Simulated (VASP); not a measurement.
**Au: single point with r2SCAN**

The system is Au.

```xyz
1
Lattice="0.0000 1.9841 1.9841 1.9841 0.0000 1.9841 1.9841 1.9841 0.0000" Properties=species:S:1:pos:R:3 pbc="T T T"
Au    0.0000    0.0000    0.0000
```

This cell differs from its parent crystal: strain -0.030 along x and y, -0.030 along z.

| Quantity | Value |
| --- | --- |
| Program | VASP 6.6.1 |
| Task | single point |
| Functional | r2SCAN |
| Potentials or basis | VASP PAW PBE potentials, release 64 (Au) |
| Cutoff | 520 eV |
| k mesh | 20 × 20 × 20 |
| Occupations | gaussian, width 0.15 eV |
| Spin | no spin polarisation |
| Dipole correction | no |
| Further INCAR settings | ALGO = Normal; EDIFF = 1e-07; NBANDS = 12 |

| Property | Result |
| --- | --- |
| Pressure | 25.7 GPa |
| Band gap on the k mesh | zero (an odd number of electrons rules out a gap without spin polarisation) |

Levels at points of the mesh, in eV from the Fermi level:
```tsv
k point	band 3	band 4	band 5	band 6	band 7	band 8	band 9	band 10
(0.00, 0.00, 0.00)	-5.48	-5.48	-3.69	-3.69	15.14	19.78	19.78	19.78
(0.50, 0.00, 0.00)	-5.55	-2.24	-2.24	-1.26	3.68	14.66	18.61	18.61
(0.50, 0.50, 0.00)	-2.30	-1.84	-1.84	0.90	6.78	10.78	10.78	19.09
```

Run time: 2.4 min on 1 thread of Intel Xeon 8259CL, with other jobs on the host, peak memory 0.19 GiB.

Caveat: the cell differs from its parent crystal (strain -0.030 along x and y, -0.030 along z); the cell stands under pressure; the PAW data sets were made with another functional, which shifts forces and pressure a little; spin-orbit coupling is left out, which moves the levels of the heavy elements.
